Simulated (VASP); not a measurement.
Wanted: the native input for a VASP 6.6.1 run.

| Item | Value |
| --- | --- |
| Task | single point |
| Functional | LDA |
| Potentials or basis | VASP PAW LDA potentials, release 64 (Pd) |
| Cutoff | 520 eV |
| k mesh | 19 × 19 × 14 |
| Occupations | fermi-dirac, width 0.05 eV |
| Spin | collinear spin |
| Starting moments | [0.5, -0.5] μB |
| Dipole correction | no |
| Further INCAR settings | ALGO = Normal; EDIFF = 1e-07; NBANDS = 21 |

The structure of Pd lies in POSCAR:

```
Pd
1.0
    2.6071752119      0.0000000000      0.0000000000
    0.0000000000      2.6071752119      0.0000000000
    0.0000000000      0.0000000000      3.6652559870
Pd
2
Direct
    1.0000000000      0.0000000000      0.0000000000
    0.5000000000      0.5000000000      0.5000000000
```

One way to write it, as run:

INCAR

```
SYSTEM = Pd
PREC     = Accurate       ! precision mode
ENCUT    = 520            ! plane-wave cutoff, eV
EDIFF    = 1E-7           ! SCF threshold, eV
ISMEAR   = -1             ! smearing method
SIGMA    = 0.05           ! smearing width, eV
LREAL    = .False.        ! projectors in reciprocal space
LASPH    = .True.         ! aspherical terms in the spheres
NELM     = 150            ! most SCF steps
ALGO     = Normal         ! electronic algorithm
ISIF     = 2              ! what is computed and relaxed
LWAVE    = .False.        ! write WAVECAR
LCHARG   = .False.        ! write CHGCAR
ISPIN    = 2              ! spin polarisation
MAGMOM   = 0.5 -0.5       ! initial moments
LORBIT   = 11             ! projections on sites
LMAXMIX  = 4              ! l up to which the mixer works
GGA      = CA             ! functional
NBANDS   = 21             ! bands
```

KPOINTS

```
Automatic mesh
0
Gamma
  19 19 14
  0 0 0
```

Potentials or basis: VASP PAW LDA potentials, release 64 (Pd).

Run with:

```bash
$ cat potpaw_LDA.64/Pd/POTCAR > POTCAR
$ mpirun -np 1 vasp_std > vasp.out
```

It gave:

```yaml
Pressure: 41.1 GPa
Band_gap_on_the_k_mesh: zero (filled and empty bands overlap)
Net_moment: 0.00 μB per cell
Valence_electrons_inside_the_program's_atomic_spheres: Pd 9.88
```

Caveat: the cell stands under pressure.

Wall time 2.2 min on 1 thread of Intel(R) Xeon(R) 6975P-C (Granite Rapids), on a shared host, peak memory 0.38 GiB.
